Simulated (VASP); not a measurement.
# SiC (P6_3mc) in VASP: notebook

The runs below take SiC through single point, with PBEsol.

All numbers are computed with VASP 6.6.1; they aren't measurements. Logs are shortened: lines on timing, memory, paths and dates and some standing lists are left out, and cuts for length are marked.

## Step 1: The cell of the first run

It takes space group P6_3mc (No. 186, hexagonal). The conventional cell has a = 3.078 Å, b = 3.078 Å, c = 10.345 Å, α = 90.00°, β = 90.00°, γ = 120.00°. Si (site symmetry 3m) has 4 C at 1.89 to 1.94 Å within 2.5 Å. Si (site symmetry 3m) has 4 C at 1.89 to 1.94 Å within 2.5 Å. C (site symmetry 3m) has 4 Si at 1.89 to 1.94 Å within 2.5 Å. Within 2.5 Å of C (site symmetry 3m) lie 4 Si at 1.89 to 1.94 Å.

## Step 2: Single point, PBEsol

The input, INCAR:

```
SYSTEM = SiC
PREC = Accurate ; ENCUT = 520
EDIFF = 1E-7 ; ISMEAR = 0
SIGMA = 0.05 ; LREAL = .False.
LASPH = .True. ; NELM = 60
ALGO = Normal ; ISIF = 2
LWAVE = .False. ; LCHARG = .False.
GGA = PS ; NBANDS = 26
```

The input, KPOINTS:

```
Automatic mesh
0
Gamma
  12 12 4
  0 0 0
```

The input, POSCAR:

```
SiC
1.0
    3.0780670649      0.0000000000      0.0000000000
   -1.5390335324      2.6656842728      0.0000000000
    0.0000000000      0.0000000000     10.3445000000
Si C
4 4
Direct
    0.6666666667      0.3333333333      0.9378278494
    0.3333333333      0.6666666667      0.4378278494
    0.0000000000      0.0000000000      0.6878973398
    0.0000000000      0.0000000000      0.1878973398
    0.6666666667      0.3333333333      0.7498191768
    0.3333333333      0.6666666667      0.2498191768
    0.0000000000      0.0000000000      0.5004546340
    0.0000000000      0.0000000000      0.0004546340
```

Potentials or basis: VASP PAW PBE potentials, release 64 (Si, C).

Started as:

```bash
$ cat potpaw_PBE.64/Si/POTCAR potpaw_PBE.64/C/POTCAR > POTCAR
$ mpirun -np 1 vasp_std > vasp.out
```

OUTCAR:

```text
SYSTEM = SiC
   PREC = Accurate
   ENCUT = 520
   EDIFF = 1E-7
   ISMEAR = 0
   LREAL = .False.
   LASPH = .True.
   NELM = 60
   ISIF = 2
   GGA = PS

 ion  position               nearest neighbor table
   1  0.667  0.333  0.938-   8 1.89   8 1.89   8 1.89   5 1.94   3 3.14   3 3.14   3 3.14   4 3.14
                             4 3.14   4 3.14
   2  0.333  0.667  0.438-   7 1.89   7 1.89   7 1.89   6 1.94   4 3.14   4 3.14   4 3.14   3 3.14
                             3 3.14   3 3.14
   3  0.000  0.000  0.688-   5 1.89   5 1.89   5 1.89   7 1.94   1 3.14   1 3.14   1 3.14   2 3.14
                             2 3.14   2 3.14
   4  0.000  0.000  0.188-   6 1.89   6 1.89   6 1.89   8 1.94   2 3.14   2 3.14   2 3.14   1 3.14
                             1 3.14   1 3.14
   5  0.667  0.333  0.750-   3 1.89   3 1.89   3 1.89   1 1.94
   6  0.333  0.667  0.250-   4 1.89   4 1.89   4 1.89   2 1.94
   7  0.000  0.000  0.500-   2 1.89   2 1.89   2 1.89   3 1.94
   8  0.000  0.000  0.000-   1 1.89   1 1.89   1 1.89   4 1.94

  LATTYP: Found a hexagonal cell.
 ALAT       =     3.0780670649
 C/A-ratio  =     3.3607130000

  Lattice vectors:

 A1 = (   3.0780670649,   0.0000000000,   0.0000000000)
 A2 = (  -1.5390335324,   2.6656842728,   0.0000000000)
 A3 = (   0.0000000000,   0.0000000000,  10.3445000000)

Analysis of symmetry for initial positions (statically):
=====================================================================
 Subroutine PRICEL returns:
 Original cell was already a primitive cell.

 Routine SETGRP: Setting up the symmetry group for a
 hexagonal supercell.

 Subroutine GETGRP returns: Found 12 space group operations
 (whereof  6 operations were pure point group operations)
 out of a pool of 24 trial point group operations.

The static configuration has the point symmetry C_3v.
 The point group associated with its full space group is C_6v.

Analysis of symmetry for dynamics (positions and initial velocities):
=====================================================================
 Subroutine PRICEL returns:
 Original cell was already a primitive cell.

 Routine SETGRP: Setting up the symmetry group for a
 hexagonal supercell.

 Subroutine GETGRP returns: Found 12 space group operations
 (whereof  6 operations were pure point group operations)
 out of a pool of 24 trial point group operations.

The dynamic configuration has the point symmetry C_3v.
 The point group associated with its full space group is C_6v.

 Subroutine INISYM returns: Found 12 space group operations
 (whereof  6 operations are pure point group operations),
 and found     1 'primitive' translations

----------------------------------------------------------------------------------------

                                     Primitive cell

  volume of cell :      84.8782

  direct lattice vectors                    reciprocal lattice vectors
     3.078067065  0.000000000  0.000000000     0.324879211  0.187569100  0.000000000
    -1.539033532  2.665684273  0.000000000     0.000000000  0.375138200  0.000000000
     0.000000000  0.000000000 10.344500000     0.000000000  0.000000000  0.096669728

  length of vectors
     3.078067065  3.078067065 10.344500000     0.375138200  0.375138200  0.096669728

  position of ions in fractional coordinates (direct lattice)
     0.666666667  0.333333333  0.937827849
     0.333333333  0.666666667  0.437827849
     0.000000000  0.000000000  0.687897340
     0.000000000  0.000000000  0.187897340
     0.666666667  0.333333333  0.749819177
     0.333333333  0.666666667  0.249819177
     0.000000000  0.000000000  0.500454634
     0.000000000  0.000000000  0.000454634

  ion indices of the primitive-cell ions
   primitive index   ion index
                 1           1
                 2           2
                 3           3
                 4           4
                 5           5
                 6           6
                 7           7
                 8           8

----------------------------------------------------------------------------------------

 KPOINTS: Automatic mesh

Automatic generation of k-mesh.
 Grid dimensions read from file:
 generate k-points for:   12   12    4

 Generating k-lattice:

  Cartesian coordinates                     Fractional coordinates (reciprocal lattice)
     0.027073268  0.015630758  0.000000000     0.083333333  0.000000000  0.000000000
     0.000000000  0.031261517  0.000000000     0.000000000  0.083333333  0.000000000
     0.000000000  0.000000000  0.024167432     0.000000000  0.000000000  0.250000000

  Length of vectors
     0.031261517  0.031261517  0.024167432

  Shift w.r.t. Gamma in fractional coordinates (k-lattice)
     0.000000000  0.000000000  0.000000000

 Subroutine IBZKPT returns following result:
 ===========================================

 Found     57 irreducible k-points:

 Following reciprocal coordinates:
            Coordinates               Weight
  0.000000  0.000000  0.000000      1.000000
  0.083333 -0.000000  0.000000      6.000000
  0.166667 -0.000000  0.000000      6.000000
  0.250000 -0.000000  0.000000      6.000000
  0.333333 -0.000000  0.000000      6.000000
  0.416667 -0.000000  0.000000      6.000000
[... 16 lines left out ...]
  0.250000 -0.000000  0.250000     12.000000
  0.333333 -0.000000  0.250000     12.000000
 [... further k-points ...]
   k-points           NKPTS =     57   k-points in BZ     NKDIM =     57   number of bands    NBANDS=     26
   number of dos      NEDOS =    301   number of ions     NIONS =      8
   total plane-waves  NPLWV =  46080
   dimension x,y,z NGX =    24 NGY =   24 NGZ =   80
   dimension x,y,z NGXF=    48 NGYF=   48 NGZF=  160
   ions per type =               4   4
   NGX,Y,Z   is equivalent  to a cutoff of  12.96, 12.96, 12.86 a.u.
   NGXF,Y,Z  is equivalent  to a cutoff of  25.92, 25.92, 25.71 a.u.
 SYSTEM =  SiC
   PREC   = accura    normal or accurate (medium, high low for compatibility)
   ISTART =      0    job   : 0-new  1-cont  2-samecut
   ICHARG =      2    charge: 1-file 2-atom 10-const
   ISPIN  =      1    spin polarized calculation?
   LNONCOLLINEAR =      F non collinear calculations
   LSORBIT =      F    spin-orbit coupling
   LASPH  =      T    aspherical Exc in radial PAW
   ENCUT  =  520.0 eV  38.22 Ry    6.18 a.u.   5.72  5.72 19.23*2*pi/ulx,y,z
   NELM   =     60;   NELMIN=  2; NELMDL= -5     # of ELM steps
   EDIFF  = 0.1E-06   stopping-criterion for ELM
   LREAL  =      F    real-space projection
   EDIFFG = 0.1E-05   stopping-criterion for IOM
   NSW    =      0    number of steps for IOM
   IBRION =     -1    ionic relax: 0-MD 1-quasi-New 2-CG
   NFREE  =      0    steps in history (QN), initial steepest desc. (CG)
   ISIF   =      2    stress and relaxation
   ISYM   =      2    0-nonsym 1-usesym 2-fastsym
   POTIM  = 0.5000    time-step for ionic-motion
   TEBEG  =    0.0;   TEEND  =   0.0 temperature during run
   PSTRESS=    0.0 pullay stress
   NELECT =      32.0000    total number of electrons
   NUPDOWN=      -1.0000    fix difference up-down
   EMIN   =  10.00;   EMAX   =-10.00  energy-range for DOS
   EFERMI =   0.00;   METHOD = LEGACY
   ISMEAR =     0;   SIGMA  =   0.05  broadening in eV -4-tet -1-fermi 0-gaus
   EFERMI_NEDOS =   21; number of points for ismear=-14 and -15
   IALGO  =     38    algorithm
   IMIX   =      4    mixing-type and parameters
     AMIX     =   0.40;   BMIX     =  1.00
     AMIX_MAG =   1.60;   BMIX_MAG =  1.00
  volume/ion in A,a.u.               =      10.61        71.60
  Fermi-wavevector in a.u.,A,eV,Ry     =   1.182659  2.234901 19.030215  1.398681
  Thomas-Fermi vector in A             =   2.318908
   LORBIT       =      0    0 simple, 1 ext, 2 COOP (PROOUT), +10 PAW based schemes
   GGA     = PS    functional components
   LHFCALC =     F    Hartree Fock is set to
   AEXX    =    0.0000 exact exchange contribution
   IVDW    =     0    specifies the selected vdW correction
   LEPSILON=     F    determine dielectric tensor
   LRPA    =     F    only Hartree local field effects (RPA)
 non-spin polarized calculation
 Gauss-broadening in eV      SIGMA  =   0.05
  energy-cutoff  :      520.00
  volume of cell :       84.88
 maximum number of plane-waves:      2307
 NGX is ok and might be reduce to    24
   NGX = 11   NGY = 11   NGZ = 39

 number of electron      31.9999997 magnetization

 Free energy of the ion-electron system (eV)
  ---------------------------------------------------
  ext. energy  EPLUGINS =         0.00000000
  ---------------------------------------------------
  free energy    TOTEN  =       -63.57626652 eV

  energy without entropy =      -63.57626652  energy(sigma->0) =      -63.57626652

 E-fermi :   8.1151     XC(G=0): -11.3946

 val. band max:        7.8832551575   @ k =   0.0000   0.0000   0.0000
 cond. band min:       9.8637569847   @ k =   0.5000  -0.0000   0.0000
 fundamental gap:      1.9805018272
 Fermi energy:         8.1151230631

 k-point     1 :       0.0000    0.0000    0.0000
  band No.  band energies     occupation
      1      -7.4630      2.00000
      2      -6.3501      2.00000
      3      -6.3259      2.00000
      4      -4.1601      2.00000
      5      -0.7256      2.00000
      6       3.2962      2.00000
[... 18 lines left out ...]
     25      14.9678      0.00000
     26      15.8242      0.00000

 k-point     2 :       0.0833   -0.0000    0.0000
  band No.  band energies     occupation
      1      -7.3418      2.00000
      2      -6.2326      2.00000
      3      -6.2078      2.00000
      4      -4.0553      2.00000
      5      -0.6137      2.00000
      6       3.3482      2.00000
[... 18 lines left out ...]
     25      15.2733      0.00000
     26      15.5938      0.00000

 k-point     3 :       0.1667   -0.0000    0.0000
  band No.  band energies     occupation
      1      -6.9812      2.00000
      2      -5.8842      2.00000
      3      -5.8576      2.00000
      4      -3.7489      2.00000
      5      -0.2877      2.00000
      6       3.4030      2.00000
[... 572 lines left out ...]
 k-point    23 :       0.2500   -0.0000    0.2500
  band No.  band energies     occupation
      1      -6.3216      2.00000
      2      -5.7708      2.00000
      3      -4.7350      2.00000
      4      -3.5353      2.00000
      5       0.5442      2.00000
      6       2.1791      2.00000
[... 18 lines left out ...]
     25      16.3985      0.00000
     26      16.7588      0.00000

 k-point    24 :       0.3333   -0.0000    0.2500
  band No.  band energies     occupation
      1      -5.5311      2.00000
      2      -5.0029      2.00000
      3      -4.0260      2.00000
      4      -2.9533      2.00000
      5       0.6581      2.00000
      6       1.2008      2.00000
[... 18 lines left out ...]
     25      16.1219      0.00000
     26      16.9190      0.00000

 [... further k-points ...]
[... 5 lines left out ...]
  --------------------------------------------------------------------------------------
  -------------------------------------------------------------------------------------
  Total       -0.2952279     -0.2952279     -7.3261727     -0.0000000      0.0000000      0.0000000
  in kB       -5.5727770     -5.5727770   -138.2902126     -0.0000000      0.0000000      0.0000000
  external PRESSURE =     -49.8119222 kB  Pullay stress =       0.0000000 kB

 VOLUME and BASIS-vectors are now :
 -----------------------------------------------------------------------------
  energy-cutoff  :      520.00
  volume of cell :       84.88
      direct lattice vectors                 reciprocal lattice vectors
     3.078067065  0.000000000  0.000000000     0.324879211  0.187569100  0.000000000
    -1.539033532  2.665684273  0.000000000     0.000000000  0.375138200  0.000000000
     0.000000000  0.000000000 10.344500000     0.000000000  0.000000000  0.096669728

 POSITION                                       TOTAL-FORCE (eV/Angst)
 -----------------------------------------------------------------------------------
      1.53903      0.88856      9.70136        -0.000000     -0.000000     -0.165084
     -0.00000      1.77712      4.52911         0.000000      0.000000     -0.165084
      0.00000      0.00000      7.11595         0.000000     -0.000000     -0.207363
      0.00000      0.00000      1.94370        -0.000000     -0.000000     -0.207363
      1.53903      0.88856      7.75650         0.000000     -0.000000      0.195220
     -0.00000      1.77712      2.58425        -0.000000      0.000000      0.195220
      0.00000      0.00000      5.17695         0.000000     -0.000000      0.177228
      0.00000      0.00000      0.00470         0.000000     -0.000000      0.177228
 -----------------------------------------------------------------------------------
    total drift:                                0.000000      0.000000     -0.000182

  FREE ENERGIE OF THE ION-ELECTRON SYSTEM (eV)
  ---------------------------------------------------
  free  energy   TOTEN  =       -63.5762665173 eV

  energy  without entropy=      -63.5762665173  energy(sigma->0) =      -63.57626652
```

It took 1.8 min on 1 thread of AMD EPYC 7R43 (Zen 3), shared host; peak memory 0.21 GiB.

Results:

- Free energy: -63.5763 eV
- Pressure: -5.0 GPa
- Largest force: 0.207 eV/Å
- Band gap on the k mesh: 1.98 eV, indirect (least direct gap 3.18 eV)

Forces on the atoms (eV/Å):
```
Si   0.000  0.000 -0.165
Si   0.000  0.000 -0.165
Si   0.000  0.000 -0.207
Si   0.000  0.000 -0.207
C    0.000  0.000  0.195
C    0.000  0.000  0.195
C    0.000  0.000  0.177
C    0.000  0.000  0.177
```

Caveat: the PAW data sets were made with another functional, which shifts forces and pressure a little.

## Step 3: Single point, PBEsol

This run uses another cell than the first one, of 10.65 Å³/atom, 1.003 times its volume.

The input, INCAR:

```
ALGO = Normal
EDIFF = 1E-7
ENCUT = 520
GGA = PS
ISIF = 2
ISMEAR = 0
LASPH = T
LCHARG = T
LELF = T
LREAL = F
LVHAR = T
LWAVE = F
NBANDS = 26
NELM = 80
PREC = Accurate
SIGMA = 0.05
```

The input, KPOINTS:

```
k-points
0
Gamma
  12 12 4
```

Edit POSCAR of step 2 so:

```diff
@@ -2,5 +2,5 @@
 1.0
-    3.0780670649      0.0000000000      0.0000000000
-   -1.5390335324      2.6656842728      0.0000000000
-    0.0000000000      0.0000000000     10.3445000000
+    3.0062000000      0.0000000000      0.0000000000
+   -1.5031000000      2.6034455689      0.0000000000
+    0.0000000000      0.0000000000     10.8819000000
 Si C
```

Potentials or basis: VASP PAW PBE potentials, release 64 (Si, C).

Started as:

```bash
$ cat potpaw_PBE.64/Si/POTCAR potpaw_PBE.64/C/POTCAR > POTCAR
$ mpirun -np 1 vasp_std > vasp.out
```

Wall time 2 min (1 thread of AMD EPYC 7R43 (Zen 3), shared host); peak memory 0.22 GiB.

Results (log left out):

| Item | Value |
| --- | --- |
| Free energy | -62.7561 eV |
| Pressure | -3.0 GPa |
| Largest force | 0.457 eV/Å |
| Band gap on the k mesh | 1.53 eV, indirect (least direct gap 2.93 eV) |

Forces on the atoms (eV/Å):
```
Si   0.000  0.000 -0.350
Si   0.000  0.000 -0.350
Si   0.000  0.000 -0.457
Si   0.000  0.000 -0.457
C    0.000  0.000  0.437
C    0.000  0.000  0.437
C    0.000  0.000  0.370
C    0.000  0.000  0.370
```

Stress tensor (GPa, compression positive):
```
 12.94   0.00   0.00
  0.00  12.94   0.00
  0.00   0.00 -34.87
```

Levels at points of the mesh, in eV from the valence-band top:
```csv
k point,band 14,band 15,band 16,band 17,band 18,band 19
"(0.00, 0.00, 0.00)",-0.38,0.00,0.00,3.65,6.11,6.38
"(0.50, 0.00, 0.00)",-2.25,-1.99,-1.40,1.53,2.16,4.05
"(0.00, 0.00, 0.50)",-0.13,-0.13,-0.13,5.28,5.28,6.27
"(0.50, 0.00, 0.50)",-2.73,-1.68,-1.68,2.33,2.33,3.78
```

Caveat: the PAW data sets were made with another functional, which shifts forces and pressure a little. A k mesh can miss the band edges.
